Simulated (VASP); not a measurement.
Runs of VASP 6.6.1 on Ge4MoW. The structure is that of space group P4/mmm (No. 123), or close to it. The cells are those of the table. 

```tsv
task	cell	k mesh	cutoff (eV)	gap on the mesh (eV)	pressure (GPa)	largest force (eV/Å)
single point	a = 3.573, b = 3.573, c = 8.809 Å, 6 atoms	6 × 6 × 2	520	none	-20.5	(a)
relaxation of cell and atoms	relaxed from a = 3.573, b = 3.573, c = 8.809 Å, 6 atoms	6 × 6 × 2	600	none	-0.1	0.04
single point	a = 3.336, b = 3.336, c = 8.315 Å, 6 atoms	6 × 6 × 2	520	none	0.2	-
single point	a = 3.340, b = 3.340, c = 8.288 Å, 6 atoms	12 × 12 × 6	520	none	0.3	(b)
```

Alike in all rows: level PBE; potentials or basis VASP PAW PBE potentials, release 64 (Ge_d, Mo_sv, W_sv); no spin polarisation; smearing gaussian 0.1 eV.

Question: Estimate the missing entries.

Answer: (a) 0.37; (b) 0.01.

Caveats: some runs use coarse meshes; spin-orbit coupling is left out, which moves the levels of the heavy elements.

A k mesh can miss the band edges, and the runs leave out spin-orbit coupling on Ge, Mo, W.

A gap of «none» marks levels without a gap at the run's occupations.
